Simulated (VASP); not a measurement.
A run of VASP 6.6.1 is set up as follows.

INCAR

```
SYSTEM = GePt
ALGO     = Normal         ! electronic algorithm
EDIFF    = 1E-7           ! SCF threshold, eV
EDIFFG   = -0.05          ! ionic threshold
ENCUT    = 500            ! plane-wave cutoff, eV
GGA      = PS             ! functional
GGA_COMPAT= .FALSE.      
IBRION   = 2              ! ionic algorithm
ISIF     = 3              ! what is computed and relaxed
ISMEAR   = 0              ! smearing method
LASPH    = .TRUE.         ! aspherical terms in the spheres
LCHARG   = .FALSE.        ! write CHGCAR
LREAL    = .FALSE.        ! projectors in reciprocal space
LWAVE    = .FALSE.        ! write WAVECAR
NELM     = 120            ! most SCF steps
NELMIN   = 4            
NSW      = 80             ! ionic steps
PREC     = Accurate       ! precision mode
SIGMA    = 0.1            ! smearing width, eV
```

The input KPOINTS:

```
k-points
0
G
  4 6 4
  0 0 0
```

The input POSCAR:

```
GePt
1.0
    5.4835120223      0.0000000000      0.0000000000
    0.0000000000      3.5518926887      0.0000000000
    0.0000000000      0.0000000000      5.9259090814
Pt Ge
4 4
Direct
    0.9929865360      0.7500000000      0.1888713152
    0.0070134640      0.2500000000      0.8111286848
    0.5070134640      0.2500000000      0.6888713152
    0.4929865360      0.7500000000      0.3111286848
    0.8116425492      0.7500000000      0.5883967042
    0.1883574508      0.2500000000      0.4116032958
    0.6883574508      0.2500000000      0.0883967042
    0.3116425492      0.7500000000      0.9116032958
```

Potentials or basis: VASP PAW PBE potentials, release 64 (Pt, Ge_d).

Run with:

```console
$ cat potpaw_PBE.64/Pt/POTCAR potpaw_PBE.64/Ge_d/POTCAR > POTCAR
$ mpirun -np 1 vasp_std > vasp.out
```

Predict the relaxed volume.

16.15 Å³/atom.

What does it give for the relaxed cell?

a = 5.751 Å, b = 3.694 Å, c = 6.080 Å, α = 90.00°, β = 90.00°, γ = 90.00°.

What does it give for the space group after relaxing (to 0.1 Å)?

Pnma (No. 62).

What does it give for the band gap on the k mesh?

Zero (bands 48 and 49 overlap by 1.10 eV).

Step by step:
| step | energy change (eV) | largest force (eV/Å) | pressure (GPa) | volume (Å³) |
| --- | --- | --- | --- | --- |
| 1 | 0.0000 | 0.7969 | 27.86 | 115.42 |
| 2 | 2.0392 | 0.5171 | -23.01 | 162.59 |
| 3 | -1.0857 | 0.2350 | -1.78 | 130.26 |
| 4 | -1.0917 | 0.2238 | -0.44 | 129.30 |
| 5 | -1.0919 | 0.2204 | -0.01 | 129.02 |
| 6 | -1.1053 | 0.1346 | 0.15 | 128.92 |
| 7 | -1.1092 | 0.0902 | 0.35 | 128.84 |
| 8 | -1.1108 | 0.0782 | -0.55 | 129.48 |
| 9 | -1.1108 | 0.0795 | -0.45 | 129.41 |
| 10 | -1.1123 | 0.0603 | -0.29 | 129.33 |
| 11 | -1.1138 | 0.0224 | 0.05 | 129.16 |

Caveat: the PAW data sets were made with another functional, which shifts forces and pressure a little; spin-orbit coupling is left out, which moves the levels of the heavy elements; the relaxation stopped at a loose force limit of 0.05 eV/Å, so its end isn't a converged minimum. Zero-point motion and thermal expansion aren't in these numbers.
